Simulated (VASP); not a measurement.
# As (R-3m) in VASP: notebook, part 2 of 2

VASP 6.6.1. Earlier steps stand in the parts before.

### Step 3. Relaxation of shape and atoms at fixed volume, r2SCAN (23.15 Å³/atom)

This run uses another cell than the first one, of 23.15 Å³/atom.

Contents of POSCAR:

```
As
1.0
    1.8865773071      1.0892159161      3.7551866902
   -1.8865773071      1.0892159161      3.7551866902
    0.0000000000     -2.1784318322      3.7551866902
As
2
Direct
    0.2240551688      0.2240551688      0.2240551688
    0.7759448312      0.7759448312      0.7759448312
```

Contents of INCAR.step1:

```
SYSTEM = As
PREC     = Accurate       ! precision mode
ENCUT    = 600            ! plane-wave cutoff, eV
ISMEAR   = 0              ! smearing method
SIGMA    = 0.05           ! smearing width, eV
LREAL    = .False.        ! projectors in reciprocal space
LASPH    = .True.         ! aspherical terms in the spheres
NELM     = 60             ! most SCF steps
GGA      = PE             ! functional
ALGO     = Normal         ! electronic algorithm
EDIFF    = 1E-4           ! SCF threshold, eV
LWAVE    = .True.         ! write WAVECAR
LCHARG   = .False.        ! write CHGCAR
```

Contents of INCAR.step2:

```
SYSTEM = As
PREC     = Accurate       ! precision mode
ENCUT    = 600            ! plane-wave cutoff, eV
EDIFF    = 1E-7           ! SCF threshold, eV
ISMEAR   = 0              ! smearing method
SIGMA    = 0.05           ! smearing width, eV
LREAL    = .False.        ! projectors in reciprocal space
LASPH    = .True.         ! aspherical terms in the spheres
NELM     = 60             ! most SCF steps
ALGO     = Normal         ! electronic algorithm
ISIF     = 4              ! what is computed and relaxed
LWAVE    = .False.        ! write WAVECAR
LCHARG   = .False.        ! write CHGCAR
METAGGA  = R2SCAN         ! meta-GGA
LMIXTAU  = .True.       
IBRION   = 2              ! ionic algorithm
NSW      = 60             ! ionic steps
EDIFFG   = -0.01          ! ionic threshold
ISTART   = 1
```

Contents of KPOINTS:

```
Automatic mesh
0
Gamma
  14 14 14
  0 0 0
```

Potentials or basis: VASP PAW PBE potentials, release 64 (As).

On the command line:

```bash
cat potpaw_PBE.64/As/POTCAR > POTCAR
cp INCAR.step1 INCAR
mpirun -np 1 vasp_std > vasp.out
cp INCAR.step2 INCAR
mpirun -np 1 vasp_std > vasp.out
```

OUTCAR:

```text
SYSTEM = As
   PREC = Accurate
   ENCUT = 600
   EDIFF = 1E-7
   ISMEAR = 0
   LREAL = .False.
   LASPH = .True.
   NELM = 60
   ISIF = 4
   METAGGA = R2SCAN
   IBRION = 2
   NSW = 60
   EDIFFG = -0.01
   ISTART = 1

 ion  position               nearest neighbor table
   1  0.224  0.224  0.224-   2 2.53   2 2.53   2 2.53
   2  0.776  0.776  0.776-   1 2.53   1 2.53   1 2.53

  LATTYP: Found a trigonal (rhomboedric) cell.
 ALAT       =     4.3413122815
 COS(alpha) =     0.6223085494

  Lattice vectors:

 A1 = (   1.8865773071,   1.0892159161,   3.7551866902)
 A2 = (  -1.8865773071,   1.0892159161,   3.7551866902)
 A3 = (   0.0000000000,  -2.1784318322,   3.7551866902)

Analysis of symmetry for initial positions (statically):
=====================================================================
 Subroutine PRICEL returns:
 Original cell was already a primitive cell.

 Routine SETGRP: Setting up the symmetry group for a
 trigonal (rhombohedral) supercell.

 Subroutine GETGRP returns: Found 12 space group operations
 (whereof 12 operations were pure point group operations)
 out of a pool of 12 trial point group operations.

The static configuration has the point symmetry D_3d.

Analysis of symmetry for dynamics (positions and initial velocities):
=====================================================================
 Subroutine PRICEL returns:
 Original cell was already a primitive cell.

 Routine SETGRP: Setting up the symmetry group for a
 trigonal (rhombohedral) supercell.

 Subroutine GETGRP returns: Found 12 space group operations
 (whereof 12 operations were pure point group operations)
 out of a pool of 12 trial point group operations.

The dynamic configuration has the point symmetry D_3d.

 Subroutine INISYM returns: Found 12 space group operations
 (whereof 12 operations are pure point group operations),
 and found     1 'primitive' translations
[... 119 lines left out ...]
   LORBIT       =      0    0 simple, 1 ext, 2 COOP (PROOUT), +10 PAW based schemes
   METAGGA = R2SCAN    functional components
   LHFCALC =     F    Hartree Fock is set to
   AEXX    =    0.0000 exact exchange contribution
   IVDW    =     0    specifies the selected vdW correction
   LEPSILON=     F    determine dielectric tensor
   LRPA    =     F    only Hartree local field effects (RPA)
 conjugate gradient relaxation of ions
 non-spin polarized calculation
 Gauss-broadening in eV      SIGMA  =   0.05
  energy-cutoff  :      600.00
  volume of cell :       46.30
 maximum number of plane-waves:      1567
   NGX = 17   NGY = 17   NGZ = 17

--------------------------------------- Ionic step        1  -------------------------------------------

 number of electron      10.0000000 magnetization

 Free energy of the ion-electron system (eV)
  ---------------------------------------------------
  ext. energy  EPLUGINS =         0.00000000
  ---------------------------------------------------
  free energy    TOTEN  =       -29.38822594 eV

  energy without entropy =      -29.38798940  energy(sigma->0) =      -29.38810767

------------------------ aborting loop because EDIFF is reached ----------------------------------------

  FORCE on cell =-STRESS in cart. coord.  units (eV):
  Direction    XX          YY          ZZ          XY          YZ          ZX
  --------------------------------------------------------------------------------------
  -------------------------------------------------------------------------------------
  Total       -0.3816819     -0.3816819     -0.1892948      0.0000000     -0.0000000      0.0000000
  in kB      -13.2081119    -13.2081119     -6.5505527      0.0000000     -0.0000000      0.0000000
  external PRESSURE =     -10.9889255 kB  Pullay stress =       0.0000000 kB
[... 203 lines left out ...]
--------------------------------------- Ionic step        7  -------------------------------------------

 number of electron      10.0000000 magnetization

 E-fermi :   4.9810     XC(G=0):  -9.9973

 val. band max:        4.9774795801   @ k =  -0.4286   0.0714   0.0714
 cond. band min:       4.9942348714   @ k =   0.4286   0.1429   0.1429
 fundamental gap:      0.0167552913
 Fermi energy:         4.9809802743

 k-point     1 :       0.0000    0.0000    0.0000
  band No.  band energies     occupation
      1     -10.8507      2.00000
      2      -2.0387      2.00000
      3       1.6868      2.00000
      4       2.7821      2.00000
      5       2.7821      2.00000
      6       6.1538      0.00000
      7       7.4096      0.00000
      8       7.4096      0.00000
      9      12.6499      0.00000
[... 311 lines left out ...]
--------------------------------------- Ionic step        8  -------------------------------------------

 number of electron      10.0000000 magnetization

 Free energy of the ion-electron system (eV)
  ---------------------------------------------------
  ext. energy  EPLUGINS =         0.00000000
  ---------------------------------------------------
  free energy    TOTEN  =       -29.39358119 eV

  energy without entropy =      -29.39320589  energy(sigma->0) =      -29.39339354

 E-fermi :   4.9766     XC(G=0): -10.0000

 val. band max:        4.9460759285   @ k =   0.4286   0.4286   0.3571
 cond. band min:       4.9778815991   @ k =  -0.4286   0.0714   0.0714
 fundamental gap:      0.0318056705
 Fermi energy:         4.9765881974

 k-point     1 :       0.0000    0.0000    0.0000
  band No.  band energies     occupation
      1     -10.8370      2.00000
      2      -2.0333      2.00000
      3       1.6871      2.00000
      4       2.7822      2.00000
      5       2.7822      2.00000
      6       6.1639      0.00000
      7       7.4108      0.00000
      8       7.4108      0.00000
      9      12.6295      0.00000
[... 305 lines left out ...]
  FREE ENERGIE OF THE ION-ELECTRON SYSTEM (eV)
  ---------------------------------------------------
  free  energy   TOTEN  =       -29.3935811932 eV

  energy  without entropy=      -29.3932058894  energy(sigma->0) =      -29.39339354

 reached required accuracy - stopping structural energy minimisation
```

OSZICAR.step1:

```text
N       E                     dE             d eps       ncg     rms          rms(c)
DAV:   1     0.344114958562E+02    0.34411E+02   -0.46011E+03  5184   0.103E+03
DAV:   2    -0.785818050760E+01   -0.42270E+02   -0.41262E+02  7882   0.126E+02
DAV:   3    -0.934678893600E+01   -0.14886E+01   -0.14835E+01  6018   0.290E+01
DAV:   4    -0.935582792362E+01   -0.90390E-02   -0.90355E-02  6455   0.239E+00
DAV:   5    -0.935585383627E+01   -0.25913E-04   -0.25912E-04  5900   0.116E-01    0.321E+00
DAV:   6    -0.934311167558E+01    0.12742E-01   -0.74442E-03  5623   0.650E-01    0.194E+00
DAV:   7    -0.933672606332E+01    0.63856E-02   -0.15990E-02  5401   0.991E-01    0.898E-02
DAV:   8    -0.933687046332E+01   -0.14440E-03   -0.56256E-04  5376   0.176E-01    0.372E-02
DAV:   9    -0.933693698894E+01   -0.66526E-04   -0.99023E-05  3170   0.795E-02
   1 F= -.93369370E+01 E0= -.93368144E+01  d E =-.245093E-03
```

Wall time 1.6 h (1 thread of Oxide Virtual Turin-like, shared host); peak memory 0.29 GiB.

What came out:

```yaml
Free_energy: -29.3936 eV
Energy_gained_by_relaxing: 2.7 meV/atom
Ionic_steps: 8
Pressure_after_relaxing: 0.6 GPa
Band_gap_on_the_k_mesh: zero (bands 5 and 6 overlap by 0.60 eV)
```

The path:
```csv
step,energy change (eV),largest force (eV/Å),pressure (GPa),volume (Å³)
1,0.0000,0.1375,-1.10,46.30
2,-0.0017,0.0268,-0.69,46.30
3,-0.0021,0.0502,-0.40,46.30
4,-0.0033,0.0305,-0.22,46.30
5,-0.0052,0.0389,0.27,46.30
6,-0.0052,0.0502,0.34,46.30
7,-0.0053,0.0331,0.71,46.30
8,-0.0054,0.0017,0.56,46.30
```

Final structure:
```cif
data_structure
_symmetry_space_group_name_H-M 'P 1'
_symmetry_Int_Tables_number 1
_cell_length_a 4.4362
_cell_length_b 4.4362
_cell_length_c 4.4362
_cell_angle_alpha 49.430
_cell_angle_beta 49.430
_cell_angle_gamma 49.430
_cell_volume 46.30
loop_
_atom_site_label
_atom_site_type_symbol
_atom_site_fract_x
_atom_site_fract_y
_atom_site_fract_z
_atom_site_occupancy
As1 As 0.22255 0.22255 0.22255 1
As2 As 0.77745 0.77745 0.77745 1
```

Levels at points of the mesh, in eV from the Fermi level:
```csv
k point,band 3,band 4,band 5,band 6,band 7,band 8
"(0.00, 0.00, 0.00)",-3.29,-2.19,-2.19,1.19,2.43,2.43
"(0.50, 0.00, 0.00)",-3.97,-3.51,-1.25,-0.31,0.25,1.83
"(0.50, 0.50, 0.00)",-5.98,-4.44,-4.24,1.32,4.67,5.96
"(0.50, 0.50, 0.50)",-2.03,-2.03,-0.30,1.16,1.16,1.52
```

Caveat: the PAW data sets were made with another functional, which shifts forces and pressure a little.

The gap in the log of VASP goes by the Fermi energy; the results here count the filled bands.